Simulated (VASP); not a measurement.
## KI: relaxation of cell and atoms with PBEsol

KI:

```
K I
1.0
     0.00000    3.52455    3.52455
     3.52455    0.00000    3.52455
     3.52455    3.52455    0.00000
K I
1 1
Cartesian
  0.0000 0.0000 0.0000
  3.5246 3.5246 3.5246
```

```json
{"Program": "VASP 6.6.1", "Task": "relaxation of cell and atoms", "Functional": "PBEsol", "Potentials or basis": "VASP PAW PBE potentials, release 64 (K_sv, I)", "Cutoff": "600 eV", "k mesh": "6 × 6 × 6", "Occupations": "gaussian, width 0.02 eV", "Spin": "no spin polarisation", "Dipole correction": "no", "Further INCAR settings": "ALGO = Normal; EDIFF = 1e-06; IBRION = 2; EDIFFG = -0.005; NSW = 100; ISIF = 3"}
```

- Relaxed volume: 43.18 Å³/atom
- Relaxed cell: a = 4.962 Å, b = 4.962 Å, c = 4.962 Å, α = 60.00°, β = 60.00°, γ = 60.00°
- Space group after relaxing (to 0.1 Å): Fm-3m (No. 225)
- Energy gained by relaxing: 0.3 meV/atom
- Ionic steps: 5
- Pressure after relaxing: 0.0 GPa
- Band gap on the k mesh: 3.86 eV

Step by step:
```
step  energy change (eV)  largest force (eV/Å)  pressure (GPa)  volume (Å³)
   1              0.0000                0.0000           -0.16        87.57
   2             -0.0004                0.0000           -0.09        87.03
   3             -0.0006                0.0000           -0.05        86.72
   4             -0.0006                0.0000            0.04        86.10
   5             -0.0007                0.0000           -0.01        86.36
```

Final structure:
```cif
data_structure
_symmetry_space_group_name_H-M 'P 1'
_symmetry_Int_Tables_number 1
_cell_length_a 4.9615
_cell_length_b 4.9615
_cell_length_c 4.9615
_cell_angle_alpha 60.000
_cell_angle_beta 60.000
_cell_angle_gamma 60.000
_cell_volume 86.36
loop_
_atom_site_label
_atom_site_type_symbol
_atom_site_fract_x
_atom_site_fract_y
_atom_site_fract_z
_atom_site_occupancy
K1 K 0.00000 0.00000 0.00000 1
I1 I 0.50000 0.50000 0.50000 1
```

Levels at points of the mesh, in eV from the valence-band top:
```csv
k point,band 6,band 7,band 8,band 9,band 10,band 11
"(0.00, 0.00, 0.00)",0.00,0.00,0.00,3.86,6.42,6.42
"(0.50, 0.00, 0.00)",-1.40,-0.36,-0.36,5.40,7.67,8.11
"(0.50, 0.50, 0.00)",-1.05,-0.39,-0.39,4.79,5.72,8.09
```

Wall time 46 s on 1 thread of AMD EPYC 7R13 Processor (Zen 3) (shared host), peak memory 0.21 GiB.

Caveat: the PAW data sets were made with another functional, which shifts forces and pressure a little; spin-orbit coupling is left out, which moves the levels of the heavy elements. PBEsol gaps usually lie below the measured ones, often by a third to a half.
